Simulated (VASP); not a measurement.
Re: single point with PBE

The system is Re.

```
Re
1.0
     0.00000    2.05011    1.75674
     2.05011    0.00000    1.75674
     2.05011    2.05011    0.00000
Re
1
Direct
  0.00000 0.00000 0.00000
```

This cell differs from its parent crystal: volume 14.767 Å^3 an atom, c/a of the conventional cell 0.8569.

- Program: VASP 6.6.1
- Task: single point
- Functional: PBE
- Potentials or basis: VASP PAW PBE potentials, release 64 (Re)
- Cutoff: 520 eV
- k mesh: 10 × 10 × 10
- Occupations: gaussian, width 0.15 eV
- Spin: no spin polarisation

- Pressure: 7.4 GPa

Stress tensor (GPa, compression positive):
```
-0.87  0.00  0.00
 0.00 -0.87  0.00
 0.00  0.00 24.03
```

Levels at points of the mesh, in eV from the Fermi level:
| k point | band 1 | band 2 | band 3 | band 4 | band 5 | band 6 |
| --- | --- | --- | --- | --- | --- | --- |
| (0.00, 0.00, 0.00) | -10.29 | -2.55 | -2.55 | -0.55 | -0.44 | 2.01 |
| (0.50, 0.00, 0.00) | -7.03 | -3.42 | -0.91 | 0.10 | 2.80 | 4.37 |
| (0.50, 0.50, 0.00) | -6.88 | -6.34 | 3.62 | 4.32 | 4.32 | 4.97 |
| (0.50, 0.00, 0.50) | -7.02 | -5.76 | 1.58 | 3.03 | 3.25 | 5.07 |

Run time: 25 s on 1 thread of Intel Xeon 8259CL (shared host), peak memory 0.14 GiB.

Caveat: spin-orbit coupling is left out, which moves the levels of the heavy elements.
